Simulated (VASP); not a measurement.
# MoS2 in VASP: a series of runs

Runs on MoS2. Level: r2SCAN. Tasks: single point.

Everything below comes from runs of VASP 6.6.1. Logs are shortened: lines on timing, memory, paths and dates and some standing lists are left out, and cuts for length are marked.

### 1 The cell of the first run

The cell holds a slab with vacuum, 3 atoms: a = 3.184 Å, b = 3.184 Å, c = 17.335 Å, α = 90.00°, β = 90.00°, γ = 120.00°.

### 2 Single point, r2SCAN

POSCAR reads:

```
MoS2
1.0
    3.1841260000      0.0000000000      0.0000000000
   -1.5920630000      2.7575340049      0.0000000000
    0.0000000000      0.0000000000     17.3346000000
Mo S
1 2
Direct
    0.0000000000      0.0000000000      0.0000000000
    0.3333333333      0.6666666667      0.0894900000
    0.3333333333      0.6666666667      0.9105100000
```

INCAR.step1 reads:

```
SYSTEM = MoS2
PREC     = Accurate       ! precision mode
ENCUT    = 520            ! plane-wave cutoff, eV
ISMEAR   = 0              ! smearing method
SIGMA    = 0.1            ! smearing width, eV
LREAL    = .False.        ! projectors in reciprocal space
LASPH    = .True.         ! aspherical terms in the spheres
NELM     = 100            ! most SCF steps
NBANDS   = 20             ! bands
GGA      = PE             ! functional
ALGO     = Normal         ! electronic algorithm
EDIFF    = 1E-4           ! SCF threshold, eV
LWAVE    = .True.         ! write WAVECAR
LCHARG   = .False.        ! write CHGCAR
```

INCAR.step2 reads:

```
SYSTEM = MoS2
PREC     = Accurate       ! precision mode
ENCUT    = 520            ! plane-wave cutoff, eV
EDIFF    = 1E-6           ! SCF threshold, eV
ISMEAR   = 0              ! smearing method
SIGMA    = 0.1            ! smearing width, eV
LREAL    = .False.        ! projectors in reciprocal space
LASPH    = .True.         ! aspherical terms in the spheres
NELM     = 100            ! most SCF steps
ALGO     = Normal         ! electronic algorithm
ISIF     = 2              ! what is computed and relaxed
LWAVE    = .False.        ! write WAVECAR
LCHARG   = .False.        ! write CHGCAR
METAGGA  = R2SCAN         ! meta-GGA
LMIXTAU  = .True.       
NBANDS   = 20             ! bands
ISTART   = 1
```

KPOINTS reads:

```
Automatic mesh
0
Gamma
  8 8 2
  0 0 0
```

Potentials or basis: VASP PAW PBE potentials, release 64 (Mo_sv, S).

Command:

```
$ cat potpaw_PBE.64/Mo_sv/POTCAR potpaw_PBE.64/S/POTCAR > POTCAR
$ cp INCAR.step1 INCAR
$ mpirun -np 1 vasp_std > vasp.out
$ cp INCAR.step2 INCAR
$ mpirun -np 1 vasp_std > vasp.out
```

OUTCAR:

```text
SYSTEM = MoS2
   PREC = Accurate
   ENCUT = 520
   EDIFF = 1E-6
   ISMEAR = 0
   LREAL = .False.
   LASPH = .True.
   NELM = 100
   ISIF = 2
   METAGGA = R2SCAN
   ISTART = 1

 ion  position               nearest neighbor table
   1  0.000  0.000  0.000-   2 2.41   3 2.41   2 2.41   3 2.41   2 2.41   3 2.41
   2  0.333  0.667  0.089-   1 2.41   1 2.41   1 2.41
   3  0.333  0.667  0.911-   1 2.41   1 2.41   1 2.41

  LATTYP: Found a hexagonal cell.
 ALAT       =     3.1841260000
 C/A-ratio  =     5.4440684822

  Lattice vectors:

 A1 = (   3.1841260000,   0.0000000000,   0.0000000000)
 A2 = (  -1.5920630000,   2.7575340049,   0.0000000000)
 A3 = (   0.0000000000,   0.0000000000,  17.3346000000)

Analysis of symmetry for initial positions (statically):
=====================================================================
 Subroutine PRICEL returns:
 Original cell was already a primitive cell.

 Routine SETGRP: Setting up the symmetry group for a
 hexagonal supercell.

 Subroutine GETGRP returns: Found 12 space group operations
 (whereof 12 operations were pure point group operations)
 out of a pool of 24 trial point group operations.

The static configuration has the point symmetry D_3h.

Analysis of symmetry for dynamics (positions and initial velocities):
=====================================================================
 Subroutine PRICEL returns:
 Original cell was already a primitive cell.

 Routine SETGRP: Setting up the symmetry group for a
 hexagonal supercell.

 Subroutine GETGRP returns: Found 12 space group operations
 (whereof 12 operations were pure point group operations)
 out of a pool of 24 trial point group operations.

The dynamic configuration has the point symmetry D_3h.

 Subroutine INISYM returns: Found 12 space group operations
 (whereof 12 operations are pure point group operations),
 and found     1 'primitive' translations

----------------------------------------------------------------------------------------

                                     Primitive cell

  volume of cell :     152.2036

  direct lattice vectors                    reciprocal lattice vectors
     3.184126000  0.000000000  0.000000000     0.314057924  0.181321427  0.000000000
    -1.592063000  2.757534005  0.000000000     0.000000000  0.362642853  0.000000000
     0.000000000  0.000000000 17.334600000     0.000000000  0.000000000  0.057688092

  length of vectors
     3.184126000  3.184126000 17.334600000     0.362642853  0.362642853  0.057688092

  position of ions in fractional coordinates (direct lattice)
     0.000000000  0.000000000  0.000000000
     0.333333333  0.666666667  0.089490000
     0.333333333  0.666666667  0.910510000

  ion indices of the primitive-cell ions
   primitive index   ion index
                 1           1
                 2           2
                 3           3

----------------------------------------------------------------------------------------

 KPOINTS: Automatic mesh

Automatic generation of k-mesh.
 Grid dimensions read from file:
 generate k-points for:    8    8    2

 Generating k-lattice:

  Cartesian coordinates                     Fractional coordinates (reciprocal lattice)
     0.039257240  0.022665178  0.000000000     0.125000000  0.000000000  0.000000000
     0.000000000  0.045330357  0.000000000     0.000000000  0.125000000  0.000000000
     0.000000000  0.000000000  0.028844046     0.000000000  0.000000000  0.500000000

  Length of vectors
     0.045330357  0.045330357  0.028844046

  Shift w.r.t. Gamma in fractional coordinates (k-lattice)
     0.000000000  0.000000000  0.000000000

 Subroutine IBZKPT returns following result:
 ===========================================

 Found     20 irreducible k-points:

 Following reciprocal coordinates:
            Coordinates               Weight
  0.000000  0.000000  0.000000      1.000000
  0.125000  0.000000  0.000000      6.000000
  0.250000  0.000000  0.000000      6.000000
  0.375000  0.000000  0.000000      6.000000
  0.500000  0.000000  0.000000      3.000000
  0.125000  0.125000  0.000000      6.000000
[... 12 lines left out ...]
  0.250000  0.250000  0.500000      6.000000
  0.375000  0.250000  0.500000      6.000000
   k-points           NKPTS =     20   k-points in BZ     NKDIM =     20   number of bands    NBANDS=     20
   number of dos      NEDOS =    301   number of ions     NIONS =      3
   total plane-waves  NPLWV =  80640
   dimension x,y,z NGX =    24 NGY =   24 NGZ =  140
   dimension x,y,z NGXF=    48 NGYF=   48 NGZF=  280
   ions per type =               1   2
   NGX,Y,Z   is equivalent  to a cutoff of  12.53, 12.53, 13.43 a.u.
   NGXF,Y,Z  is equivalent  to a cutoff of  25.06, 25.06, 26.85 a.u.
 SYSTEM =  MoS2
   PREC   = accura    normal or accurate (medium, high low for compatibility)
   ISTART =      1    job   : 0-new  1-cont  2-samecut
   ICHARG =      0    charge: 1-file 2-atom 10-const
   ISPIN  =      1    spin polarized calculation?
   LNONCOLLINEAR =      F non collinear calculations
   LSORBIT =      F    spin-orbit coupling
   LASPH  =      T    aspherical Exc in radial PAW
   ENCUT  =  520.0 eV  38.22 Ry    6.18 a.u.   5.92  5.92 32.23*2*pi/ulx,y,z
   NELM   =    100;   NELMIN=  2; NELMDL=  0     # of ELM steps
   EDIFF  = 0.1E-05   stopping-criterion for ELM
   LREAL  =      F    real-space projection
   EDIFFG = 0.1E-04   stopping-criterion for IOM
   NSW    =      0    number of steps for IOM
   IBRION =     -1    ionic relax: 0-MD 1-quasi-New 2-CG
   NFREE  =      0    steps in history (QN), initial steepest desc. (CG)
   ISIF   =      2    stress and relaxation
   ISYM   =      2    0-nonsym 1-usesym 2-fastsym
   POTIM  = 0.5000    time-step for ionic-motion
   TEBEG  =    0.0;   TEEND  =   0.0 temperature during run
   PSTRESS=    0.0 pullay stress
   NELECT =      26.0000    total number of electrons
   NUPDOWN=      -1.0000    fix difference up-down
   EMIN   =  10.00;   EMAX   =-10.00  energy-range for DOS
   EFERMI =   0.00;   METHOD = LEGACY
   ISMEAR =     0;   SIGMA  =   0.10  broadening in eV -4-tet -1-fermi 0-gaus
   EFERMI_NEDOS =   21; number of points for ismear=-14 and -15
   IALGO  =     38    algorithm
   IMIX   =      4    mixing-type and parameters
     AMIX     =   0.40;   BMIX     =  1.00
     AMIX_MAG =   1.60;   BMIX_MAG =  1.00
  volume/ion in A,a.u.               =      50.73       342.37
  Fermi-wavevector in a.u.,A,eV,Ry     =   0.908359  1.716550 11.226391  0.825116
  Thomas-Fermi vector in A             =   2.032276
   LORBIT       =      0    0 simple, 1 ext, 2 COOP (PROOUT), +10 PAW based schemes
   METAGGA = R2SCAN    functional components
   LHFCALC =     F    Hartree Fock is set to
   AEXX    =    0.0000 exact exchange contribution
   IVDW    =     0    specifies the selected vdW correction
   LEPSILON=     F    determine dielectric tensor
   LRPA    =     F    only Hartree local field effects (RPA)
 non-spin polarized calculation
 Gauss-broadening in eV      SIGMA  =   0.10
  energy-cutoff  :      520.00
  volume of cell :      152.20
 maximum number of plane-waves:      4130
 NGX is ok and might be reduce to    24
   NGX = 11   NGY = 11   NGZ = 65

 number of electron      25.9999999 magnetization

 Free energy of the ion-electron system (eV)
  ---------------------------------------------------
  ext. energy  EPLUGINS =         0.00000000
  ---------------------------------------------------
  free energy    TOTEN  =       -45.00102884 eV

  energy without entropy =      -45.00102884  energy(sigma->0) =      -45.00102884

 E-fermi :  -0.9612     XC(G=0):  -4.4413

 val. band max:       -1.5635346481   @ k =   0.0000   0.0000   0.0000
 cond. band min:       0.3083642179   @ k =   0.3750   0.2500   0.0000
 fundamental gap:      1.8718988659
 Fermi energy:        -0.9611521699

 k-point     1 :       0.0000    0.0000    0.0000
  band No.  band energies     occupation
      1     -64.4317      2.00000
      2     -37.8439      2.00000
      3     -37.6361      2.00000
      4     -37.6361      2.00000
      5     -16.4085      2.00000
      6     -15.0020      2.00000
[... 12 lines left out ...]
     19       4.7567      0.00000
     20       5.1071      0.00000

 k-point     2 :       0.1250    0.0000    0.0000
  band No.  band energies     occupation
      1     -64.4257      2.00000
      2     -37.8318      2.00000
      3     -37.6960      2.00000
      4     -37.6497      2.00000
      5     -16.1723      2.00000
      6     -14.9104      2.00000
[... 12 lines left out ...]
     19       5.0583      0.00000
     20       5.8232      0.00000

 k-point     3 :       0.2500    0.0000    0.0000
  band No.  band energies     occupation
      1     -64.4111      2.00000
      2     -37.8382      2.00000
      3     -37.8026      2.00000
      4     -37.6823      2.00000
      5     -15.5513      2.00000
      6     -14.6715      2.00000
[... 12 lines left out ...]
     19       5.9014      0.00000
     20       6.6224      0.00000

 k-point     4 :       0.3750    0.0000    0.0000
  band No.  band energies     occupation
      1     -64.3964      2.00000
      2     -37.9774      2.00000
      3     -37.7733      2.00000
      4     -37.7146      2.00000
      5     -14.8248      2.00000
      6     -14.4011      2.00000
[... 12 lines left out ...]
     19       6.7145      0.00000
     20       6.7574      0.00000

 k-point     5 :       0.5000    0.0000    0.0000
  band No.  band energies     occupation
      1     -64.3903      2.00000
      2     -38.0342      2.00000
      3     -37.7611      2.00000
      4     -37.7280      2.00000
      5     -14.4753      2.00000
      6     -14.2770      2.00000
[... 12 lines left out ...]
     19       6.8541      0.00000
     20       7.3227      0.00000
[... 261 lines left out ...]
      6     -14.4792      2.00000
[... 12 lines left out ...]
     19       6.4819      0.00000
     20       7.3567      0.00000

 k-point    18 :       0.3750    0.1250    0.5000
  band No.  band energies     occupation
      1     -64.3903      2.00000
      2     -38.0035      2.00000
      3     -37.7611      2.00000
      4     -37.7601      2.00000
      5     -14.4885      2.00000
      6     -14.2653      2.00000
[... 12 lines left out ...]
     19       7.5633      0.00000
     20       7.6752      0.00000

 k-point    19 :       0.2500    0.2500    0.5000
  band No.  band energies     occupation
      1     -64.3903      2.00000
      2     -37.9611      2.00000
      3     -37.8038      2.00000
      4     -37.7612      2.00000
      5     -14.5015      2.00000
      6     -14.2534      2.00000
[... 12 lines left out ...]
     19       7.3054      0.00000
     20       7.6983      0.00000

 k-point    20 :       0.3750    0.2500    0.5000
  band No.  band energies     occupation
      1     -64.3860      2.00000
      2     -37.9660      2.00000
      3     -37.8495      2.00000
      4     -37.7525      2.00000
      5     -14.2497      2.00000
      6     -14.1467      2.00000
[... 12 lines left out ...]
     19       7.1018      0.00000
     20       8.4737      0.00000

------------------------ aborting loop because EDIFF is reached ----------------------------------------

  FORCE on cell =-STRESS in cart. coord.  units (eV):
  Direction    XX          YY          ZZ          XY          YZ          ZX
  --------------------------------------------------------------------------------------
  -------------------------------------------------------------------------------------
  Total        0.0272427      0.0272427      0.0533809     -0.0000000     -0.0000000      0.0000000
  in kB        0.2867714      0.2867714      0.5619167     -0.0000000     -0.0000000      0.0000000
  external PRESSURE =       0.3784865 kB  Pullay stress =       0.0000000 kB

 VOLUME and BASIS-vectors are now :
 -----------------------------------------------------------------------------
  energy-cutoff  :      520.00
  volume of cell :      152.20
      direct lattice vectors                 reciprocal lattice vectors
     3.184126000  0.000000000  0.000000000     0.314057924  0.181321427  0.000000000
    -1.592063000  2.757534005  0.000000000     0.000000000  0.362642853  0.000000000
     0.000000000  0.000000000 17.334600000     0.000000000  0.000000000  0.057688092

 POSITION                                       TOTAL-FORCE (eV/Angst)
 -----------------------------------------------------------------------------------
      0.00000      0.00000      0.00000         0.000000     -0.000000      0.000000
     -0.00000      1.83836      1.55127        -0.000000      0.000000      0.022758
     -0.00000      1.83836     15.78333        -0.000000      0.000000     -0.022758
 -----------------------------------------------------------------------------------
    total drift:                               -0.000001      0.000000     -0.000000

  FREE ENERGIE OF THE ION-ELECTRON SYSTEM (eV)
  ---------------------------------------------------
  free  energy   TOTEN  =       -45.0010288428 eV

  energy  without entropy=      -45.0010288428  energy(sigma->0) =      -45.00102884
```

Run time: 2.6 min. Hardware: 1 thread of Intel Xeon 6975P-C (Granite Rapids), shared host; peak memory 0.31 GiB.

Results:

* Free energy: -45.0010 eV
* Largest force: 0.023 eV/Å
* Band gap on the k mesh: 1.87 eV, indirect (least direct gap 2.10 eV)

Forces in eV/Å, atoms in the order of the input:
```
Mo   0.000  0.000  0.000
S    0.000  0.000  0.023
S    0.000  0.000 -0.023
```

Levels at points of the mesh, in eV from the valence-band top:
```
           k point  band 11  band 12  band 13  band 14  band 15  band 16
(0.00, 0.00, 0.00)    -1.72    -1.72     0.00     2.88     2.88     3.14
(0.50, 0.00, 0.00)    -2.04    -1.18    -0.70     2.32     2.85     4.16
(0.00, 0.00, 0.50)    -1.72    -1.72     0.00     2.88     2.88     3.14
(0.50, 0.00, 0.50)    -2.04    -1.18    -0.70     2.32     2.85     4.16
```

Caveat: the PAW data sets were made with another functional, which shifts forces and pressure a little.

(Continued in part 2 of 2.)
